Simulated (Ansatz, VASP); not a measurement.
## Si in VASP and in Ansatz

Contents of INCAR:

```
SYSTEM = Si
PREC = Accurate ; ENCUT = 520
EDIFF = 1E-7 ; ISMEAR = 0
SIGMA = 0.1 ; LREAL = .False.
LASPH = .True. ; NELM = 80
ALGO = Normal ; ISIF = 2
LWAVE = .False. ; LCHARG = .False.
GGA = PE ; NBANDS = 21
```

The input KPOINTS:

```
Automatic mesh
0
Gamma
  6 6 6
  0 0 0
```

File POSCAR:

```
Si
1.0
   -3.3327571100      3.3327571100      1.9929948100
    3.3327571100     -3.3327571100      1.9929948100
    3.3327571100      3.3327571100     -1.9929948100
Si
6
Direct
    0.5000000000      0.5000000000      0.0000000000
    0.2500000000      0.7500000000      0.5000000000
    0.8251750700      0.6250000000      0.7001750700
    0.9248249300      0.1250000000      0.2998249300
    0.3750000000      0.1748249300      0.2998249300
    0.8750000000      0.0751750700      0.7001750700
```

Input for Ansatz:

```yaml
crystal:
  lattice:
    - [-3.33275711, 3.33275711, 1.99299481]
    - [3.33275711, -3.33275711, 1.99299481]
    - [3.33275711, 3.33275711, -1.99299481]
  atoms:
    - { symbol: Si, position: [0.5, 0.5, 0.0] }
    - { symbol: Si, position: [0.25, 0.75, 0.5] }
    - { symbol: Si, position: [0.82517507, 0.625, 0.70017507] }
    - { symbol: Si, position: [0.92482493, 0.125, 0.29982493] }
    - { symbol: Si, position: [0.375, 0.17482493, 0.29982493] }
    - { symbol: Si, position: [0.875, 0.07517507, 0.70017507] }
basis:
  ecutwfc: 420
kpoints:
  mp_grid: { grid: [6, 6, 6] }
hamiltonian:
  xc: pbe
scf:
  occupations: { method: gaussian, width: 0.1 }
  lower_state_search: "off"
output:
  forces: true
  stress: true
  eigenvalues: true
```

Alike in both runs: task single point; functional PBE; k mesh 6 × 6 × 6; occupations gaussian, width 0.1 eV; no spin polarisation.

```csv
,VASP,Ansatz
version,VASP 6.6.1,Ansatz 0.2.0
potentials or method,"VASP PAW PBE potentials, release 64 (Si), cutoff 520 eV","scalar-relativistic, plane waves, PAW"
valence electrons in the cell,24,24
```

|  | VASP | Ansatz | Ansatz less VASP |
| --- | --- | --- | --- |
| gap on the k mesh at the Fermi level (eV) | none | none | - |
| rms of the force components (eV/Å) | 1.532 | 1.537 | +0.0059 |

Atom by atom the forces differ by 0.006 eV/Å (rms over components). A gap of «none» marks a metal or a gap that the smearing closes.
